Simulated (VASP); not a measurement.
# Al (P2_1/m) in VASP: notebook

Al is run at these levels: PBEsol; tasks: single point.

All numbers are computed with VASP 6.6.1; they aren't measurements. Logs are shortened: lines on timing, memory, paths and dates and some standing lists are left out, and cuts for length are marked.

**1. The cell of the first run**

It takes space group P2_1/m (No. 11, monoclinic). The conventional cell has a = 2.782 Å, b = 4.544 Å, c = 10.503 Å, α = 90.00°, β = 92.53°, γ = 90.00°. Within 3.6 Å of Al (site symmetry m) lie 14 Al at 2.66 to 3.50 Å. Within 3.7 Å of Al (site symmetry m) lie 14 Al at 2.78 to 3.21 Å. Within 3.6 Å of Al (site symmetry m) lie 14 Al at 2.66 to 3.50 Å. Within 3.7 Å of Al (site symmetry m) lie 14 Al at 2.78 to 3.21 Å.

**2. Single point, PBEsol (layers slid over each other)**

INCAR reads:

```
PREC = Accurate ; ENCUT = 500
EDIFF = 1E-6 ; ISMEAR = 0
SIGMA = 0.15 ; LREAL = False
LASPH = True ; NELM = 120
ALGO = Normal ; ISIF = 2
LWAVE = False ; LCHARG = False
GGA = PS ; NBANDS = 22
GGA_COMPAT = False
```

KPOINTS reads:

```
Automatic mesh
0
Gamma
  21 13 6
```

POSCAR reads:

```
Al
1.0
   -1.6064390039      1.6064390039     -1.6064390039
   -3.2128780077     -3.2128780077      0.0000000000
   -6.1580161815      6.1580161815      6.6934958495
Al
8
Direct
    0.5729166667      0.5000000000      0.0625000000
   -0.7812500000      0.0000000000      0.9375000000
    0.6145833333      0.5000000000      0.3125000000
    0.0937500000      0.0000000000      0.1875000000
   -0.3437500000      0.5000000000      0.5625000000
    0.1354166667      0.0000000000      0.4375000000
   -0.3020833333      0.5000000000      0.8125000000
    0.1770833333      0.0000000000      0.6875000000
```

Potentials or basis: VASP PAW PBE potentials, release 64 (Al).

The run is started by

```bash
$ cat potpaw_PBE.64/Al/POTCAR > POTCAR
$ mpirun -np 1 vasp_std > vasp.out
```

OUTCAR:

```text
PREC = Accurate
   ENCUT = 500
   EDIFF = 1E-6
   ISMEAR = 0
   LREAL = False
   LASPH = True
   NELM = 120
   ISIF = 2
   GGA = PS

 ion  position               nearest neighbor table
   1  0.573  0.500  0.062-   7 2.66   3 2.78   4 2.78   4 2.78   2 2.97   2 2.97   2 2.97   2 2.97
                             4 3.21   4 3.21   3 3.21
   2  0.219  0.000  0.938-   4 2.66   7 2.78   7 2.78   8 2.78   1 2.97   1 2.97   1 2.97   1 2.97
                             7 3.21   7 3.21   8 3.21
   3  0.615  0.500  0.312-   6 2.78   6 2.78   1 2.78   4 2.78   4 2.78   5 2.78   4 3.21   4 3.21
                             5 3.21   6 3.21   6 3.21   1 3.21
   4  0.094  0.000  0.188-   2 2.66   1 2.78   3 2.78   1 2.78   3 2.78   6 2.78   3 3.21   3 3.21
                             1 3.21   1 3.21   6 3.21
   5  0.656  0.500  0.562-   6 2.78   8 2.78   6 2.78   8 2.78   7 2.78   3 2.78   8 3.21   8 3.21
                             6 3.21   6 3.21   7 3.21   3 3.21
   6  0.135  0.000  0.438-   3 2.78   3 2.78   8 2.78   5 2.78   5 2.78   4 2.78   5 3.21   5 3.21
                             4 3.21   3 3.21   3 3.21   8 3.21
   7  0.698  0.500  0.812-   1 2.66   8 2.78   8 2.78   2 2.78   2 2.78   5 2.78   2 3.21   2 3.21
                             5 3.21   8 3.21   8 3.21
   8  0.177  0.000  0.688-   7 2.78   7 2.78   6 2.78   5 2.78   5 2.78   2 2.78   5 3.21   5 3.21
                             2 3.21   7 3.21   7 3.21   6 3.21

  LATTYP: Found a simple monoclinic cell.
 ALAT       =     2.7824339740
 B/A-ratio  =     1.6329931618
 C/A-ratio  =     3.7749172176
 COS(beta)  =    -0.0441510786

  Lattice vectors:

 A1 = (  -1.6064390039,   1.6064390039,  -1.6064390039)
 A2 = (   3.2128780077,   3.2128780077,   0.0000000000)
 A3 = (   4.5515771776,  -4.5515771776,  -8.2999348534)

Analysis of symmetry for initial positions (statically):
=====================================================================
 Subroutine PRICEL returns:
 Original cell was already a primitive cell.

 Routine SETGRP: Setting up the symmetry group for a
 simple monoclinic supercell.

 Subroutine GETGRP returns: Found  4 space group operations
 (whereof  2 operations were pure point group operations)
 out of a pool of  4 trial point group operations.

The static configuration has the point symmetry C_1h.
 The point group associated with its full space group is C_2h.

Analysis of symmetry for dynamics (positions and initial velocities):
=====================================================================
 Subroutine PRICEL returns:
 Original cell was already a primitive cell.

 Routine SETGRP: Setting up the symmetry group for a
 simple monoclinic supercell.

 Subroutine GETGRP returns: Found  4 space group operations
 (whereof  2 operations were pure point group operations)
 out of a pool of  4 trial point group operations.

The dynamic configuration has the point symmetry C_1h.
 The point group associated with its full space group is C_2h.

 Subroutine INISYM returns: Found  4 space group operations
 (whereof  2 operations are pure point group operations),
 and found     1 'primitive' translations

----------------------------------------------------------------------------------------

                                     Primitive cell

  volume of cell :     132.6608

  direct lattice vectors                    reciprocal lattice vectors
    -1.606439004  1.606439004 -1.606439004    -0.162108033  0.162108033 -0.298278780
    -3.212878008 -3.212878008  0.000000000    -0.155623711 -0.155623711  0.000000000
    -6.158016181  6.158016181  6.693495849    -0.038905928  0.038905928  0.077811856

  length of vectors
     2.782433974  4.543695653 10.983861492     0.376202418  0.220085163  0.095299671

  position of ions in fractional coordinates (direct lattice)
     0.572916667  0.500000000  0.062500000
     0.218750000  0.000000000  0.937500000
     0.614583333  0.500000000  0.312500000
     0.093750000  0.000000000  0.187500000
     0.656250000  0.500000000  0.562500000
     0.135416667  0.000000000  0.437500000
     0.697916667  0.500000000  0.812500000
     0.177083333  0.000000000  0.687500000

  ion indices of the primitive-cell ions
   primitive index   ion index
                 1           1
                 2           2
                 3           3
                 4           4
                 5           5
                 6           6
                 7           7
                 8           8

----------------------------------------------------------------------------------------

 KPOINTS: Automatic mesh

Automatic generation of k-mesh.
 Grid dimensions read from file:
 generate k-points for:   21   13    6

 Generating k-lattice:

  Cartesian coordinates                     Fractional coordinates (reciprocal lattice)
    -0.007719430  0.007719430 -0.014203751     0.047619048  0.000000000  0.000000000
    -0.011971055 -0.011971055  0.000000000     0.000000000  0.076923077  0.000000000
    -0.006484321  0.006484321  0.012968643     0.000000000  0.000000000  0.166666667

  Length of vectors
     0.017914401  0.016929628  0.015883279

  Shift w.r.t. Gamma in fractional coordinates (k-lattice)
     0.000000000  0.000000000  0.000000000

 Subroutine IBZKPT returns following result:
 ===========================================

 Found    448 irreducible k-points:

 Following reciprocal coordinates:
            Coordinates               Weight
  0.000000  0.000000  0.000000      1.000000
  0.047619  0.000000 -0.000000      2.000000
  0.095238  0.000000  0.000000      2.000000
  0.142857  0.000000  0.000000      2.000000
  0.190476  0.000000  0.000000      2.000000
  0.238095  0.000000  0.000000      2.000000
[... 16 lines left out ...]
  0.000000  0.153846  0.000000      2.000000
  0.047619  0.153846 -0.000000      4.000000
 [... further k-points ...]
   k-points           NKPTS =    448   k-points in BZ     NKDIM =    448   number of bands    NBANDS=     22
   number of dos      NEDOS =    301   number of ions     NIONS =      8
   total plane-waves  NPLWV =  57600
   dimension x,y,z NGX =    20 NGY =   36 NGZ =   80
   dimension x,y,z NGXF=    40 NGYF=   72 NGZF=  160
   ions per type =               8
   NGX,Y,Z   is equivalent  to a cutoff of  11.95, 13.17, 12.11 a.u.
   NGXF,Y,Z  is equivalent  to a cutoff of  23.90, 26.34, 24.22 a.u.
 SYSTEM =  unknown system
   PREC   = accura    normal or accurate (medium, high low for compatibility)
   ISTART =      0    job   : 0-new  1-cont  2-samecut
   ICHARG =      2    charge: 1-file 2-atom 10-const
   ISPIN  =      1    spin polarized calculation?
   LNONCOLLINEAR =      F non collinear calculations
   LSORBIT =      F    spin-orbit coupling
   LASPH  =      T    aspherical Exc in radial PAW
   ENCUT  =  500.0 eV  36.75 Ry    6.06 a.u.   5.07  8.28 20.03*2*pi/ulx,y,z
   NELM   =    120;   NELMIN=  2; NELMDL= -5     # of ELM steps
   EDIFF  = 0.1E-05   stopping-criterion for ELM
   LREAL  =      F    real-space projection
   EDIFFG = 0.1E-04   stopping-criterion for IOM
   NSW    =      0    number of steps for IOM
   IBRION =     -1    ionic relax: 0-MD 1-quasi-New 2-CG
   NFREE  =      0    steps in history (QN), initial steepest desc. (CG)
   ISIF   =      2    stress and relaxation
   ISYM   =      2    0-nonsym 1-usesym 2-fastsym
   POTIM  = 0.5000    time-step for ionic-motion
   TEBEG  =    0.0;   TEEND  =   0.0 temperature during run
   PSTRESS=    0.0 pullay stress
   NELECT =      24.0000    total number of electrons
   NUPDOWN=      -1.0000    fix difference up-down
   EMIN   =  10.00;   EMAX   =-10.00  energy-range for DOS
   EFERMI =   0.00;   METHOD = LEGACY
   ISMEAR =     0;   SIGMA  =   0.15  broadening in eV -4-tet -1-fermi 0-gaus
   EFERMI_NEDOS =   21; number of points for ismear=-14 and -15
   IALGO  =     38    algorithm
   IMIX   =      4    mixing-type and parameters
     AMIX     =   0.40;   BMIX     =  1.00
     AMIX_MAG =   1.60;   BMIX_MAG =  1.00
  volume/ion in A,a.u.               =      16.58       111.90
  Fermi-wavevector in a.u.,A,eV,Ry     =   0.925901  1.749698 11.664164  0.857292
  Thomas-Fermi vector in A             =   2.051805
   LORBIT       =      0    0 simple, 1 ext, 2 COOP (PROOUT), +10 PAW based schemes
   GGA     = PS    functional components
   LHFCALC =     F    Hartree Fock is set to
   AEXX    =    0.0000 exact exchange contribution
   IVDW    =     0    specifies the selected vdW correction
   LEPSILON=     F    determine dielectric tensor
   LRPA    =     F    only Hartree local field effects (RPA)
 non-spin polarized calculation
 Gauss-broadening in eV      SIGMA  =   0.15
  energy-cutoff  :      500.00
  volume of cell :      132.66
 maximum number of plane-waves:      3399
   NGX = 11   NGY = 17   NGZ = 39

 number of electron      24.0000000 magnetization

 Free energy of the ion-electron system (eV)
  ---------------------------------------------------
  ext. energy  EPLUGINS =         0.00000000
  ---------------------------------------------------
  free energy    TOTEN  =       -31.94915570 eV

  energy without entropy =      -31.91090239  energy(sigma->0) =      -31.93002904

 E-fermi :   7.8841     XC(G=0): -10.2408

 val. band max:        7.8829839503   @ k =   0.2857   0.2308   0.3333
 cond. band min:       7.8889328262   @ k =  -0.3333   0.0769   0.3333
 fundamental gap:      0.0059488758
 Fermi energy:         7.8841246637

 k-point     1 :       0.0000    0.0000    0.0000
  band No.  band energies     occupation
      1      -3.1954      2.00000
      2      -1.8571      2.00000
      3      -1.8570      2.00000
      4       2.0807      2.00000
      5       2.0810      2.00000
      6       3.5999      2.00000
[... 14 lines left out ...]
     21      15.0362      0.00000
     22      15.1464      0.00000

 k-point     2 :       0.0476    0.0000   -0.0000
  band No.  band energies     occupation
      1      -3.1480      2.00000
      2      -1.9581      2.00000
      3      -1.6621      2.00000
      4       1.8389      2.00000
      5       2.4134      2.00000
      6       3.6439      2.00000
[... 542 lines left out ...]
 k-point    24 :       0.0476    0.1538   -0.0000
  band No.  band energies     occupation
      1      -2.9783      2.00000
      2      -1.7899      2.00000
      3      -1.4943      2.00000
      4       1.8943      2.00000
      5       2.0020      2.00000
      6       2.5751      2.00000
[... 14 lines left out ...]
     21      14.4781      0.00000
     22      14.7201      0.00000

 [... further k-points ...]

------------------------ aborting loop because EDIFF is reached ----------------------------------------

  FORCE on cell =-STRESS in cart. coord.  units (eV):
  Direction    XX          YY          ZZ          XY          YZ          ZX
  --------------------------------------------------------------------------------------
  -------------------------------------------------------------------------------------
  Total       -0.1204467     -0.1204467      0.7994827     -0.4907963      0.4147780     -0.4147780
  in kB       -1.4546640     -1.4546640      9.6555488     -5.9274668      5.0093758     -5.0093759
  external PRESSURE =       2.2487403 kB  Pullay stress =       0.0000000 kB

 VOLUME and BASIS-vectors are now :
 -----------------------------------------------------------------------------
  energy-cutoff  :      500.00
  volume of cell :      132.66
      direct lattice vectors                 reciprocal lattice vectors
    -1.606439004  1.606439004 -1.606439004    -0.162108033  0.162108033 -0.298278780
    -3.212878008 -3.212878008  0.000000000    -0.155623711 -0.155623711  0.000000000
    -6.158016181  6.158016181  6.693495849    -0.038905928  0.038905928  0.077811856

 POSITION                                       TOTAL-FORCE (eV/Angst)
 -----------------------------------------------------------------------------------
     -2.91167     -0.30121     -0.50201        -0.132603      0.132603      0.029059
     -6.12455      6.12455      5.92374         0.132603     -0.132603     -0.029059
     -4.51811      1.30523      1.10443         0.024280     -0.024280      0.007008
     -1.30523      1.30523      1.10443        -0.106195      0.106195      0.254233
     -6.12455      2.91167      2.71087        -0.005210      0.005210     -0.002161
     -2.91167      2.91167      2.71087         0.005210     -0.005210      0.002161
     -7.73099      4.51811      4.31730         0.106195     -0.106195     -0.254233
     -4.51811      4.51811      4.31730        -0.024280      0.024280     -0.007008
 -----------------------------------------------------------------------------------
    total drift:                               -0.000002      0.000002     -0.000004

  FREE ENERGIE OF THE ION-ELECTRON SYSTEM (eV)
  ---------------------------------------------------
  free  energy   TOTEN  =       -31.9491556959 eV

  energy  without entropy=      -31.9109023911  energy(sigma->0) =      -31.93002904
```

Wall time 6.8 min (1 thread of AMD EPYC 9R45 (Zen 5), shared host); peak memory 0.81 GiB.

Results:

```
Free energy            : -31.9492 eV
Pressure               : 0.2 GPa
Largest force          : 0.295 eV/Å
Band gap on the k mesh : zero (bands 12 and 13 overlap by 4.26 eV)
```

Forces on the atoms (eV/Å):
```
Al  -0.133  0.133  0.029
Al   0.133 -0.133 -0.029
Al   0.024 -0.024  0.007
Al  -0.106  0.106  0.254
Al  -0.005  0.005 -0.002
Al   0.005 -0.005  0.002
Al   0.106 -0.106 -0.254
Al  -0.024  0.024 -0.007
```

Caveat: the cell differs from its parent crystal (layers slid over each other); the PAW data sets were made with another functional, which shifts forces and pressure a little.

**3. Single point, PBEsol (layers slid over each other)**

INCAR reads:

```
ALGO     = Normal         # electronic algorithm
EDIFF    = 1E-6           # SCF threshold, eV
ENCUT    = 500            # plane-wave cutoff, eV
GGA      = PS             # functional
GGA_COMPAT= F            
ISIF     = 2              # what is computed and relaxed
ISMEAR   = 0              # smearing method
LASPH    = T              # aspherical terms in the spheres
LCHARG   = F              # write CHGCAR
LREAL    = F              # projectors in reciprocal space
LWAVE    = F              # write WAVECAR
NBANDS   = 22             # bands
NELM     = 120            # most SCF steps
PREC     = Accurate       # precision mode
SIGMA    = 0.15           # smearing width, eV
```

KPOINTS reads:

```
k-points
0
Gamma
  21 13 6
```

POSCAR reads:

```
Al
1.0
   -1.6064390039      1.6064390039     -1.6064390039
   -3.2128780077     -3.2128780077      0.0000000000
   -5.0870568456      5.0870568456      7.7644551854
Al
8
Direct
    0.6145833333      0.5000000000      0.0625000000
   -0.1562500000      0.0000000000      0.9375000000
    0.8229166667      0.5000000000      0.3125000000
    0.2187500000      0.0000000000      0.1875000000
    0.0312500000      0.5000000000      0.5625000000
    0.4270833333      0.0000000000      0.4375000000
    0.2395833333      0.5000000000      0.8125000000
    0.6354166667      0.0000000000      0.6875000000
```

Potentials or basis: VASP PAW PBE potentials, release 64 (Al).

The run is started by

```bash
$ cat potpaw_PBE.64/Al/POTCAR > POTCAR
$ mpirun -np 1 vasp_std > vasp.out
```

It took 12 min on 1 thread of Intel Xeon 6975P-C (Granite Rapids), shared host; peak memory 0.84 GiB.

It converged, with:

```
Free energy            : -31.9504 eV
Pressure               : 0.2 GPa
Largest force          : 0.209 eV/Å
Band gap on the k mesh : zero (bands 12 and 13 overlap by 4.57 eV)
```

Forces in eV/Å, atoms in the order of the input:
```
Al  -0.029  0.029  0.141
Al   0.029 -0.029 -0.141
Al  -0.005  0.005 -0.020
Al   0.107 -0.107 -0.144
Al   0.001 -0.001 -0.003
Al  -0.001  0.001  0.003
Al  -0.107  0.107  0.144
Al   0.005 -0.005  0.020
```

Stress tensor (GPa, compression positive):
```
 0.44  1.00  0.33
 1.00  0.44 -0.33
 0.33 -0.33 -0.14
```

Levels at points of the mesh, in eV from the Fermi level:
```csv
k point,band 10,band 11,band 12,band 13,band 14,band 15
"(0.00, 0.00, 0.00)",-2.56,-2.54,0.66,0.67,0.68,0.71
"(0.00, 0.00, 0.50)",-2.95,-1.50,-1.48,-0.80,-0.78,3.47
```

Caveat: the cell differs from its parent crystal (layers slid over each other); the PAW data sets were made with another functional, which shifts forces and pressure a little.

(Part 1 of 2 ends here.)
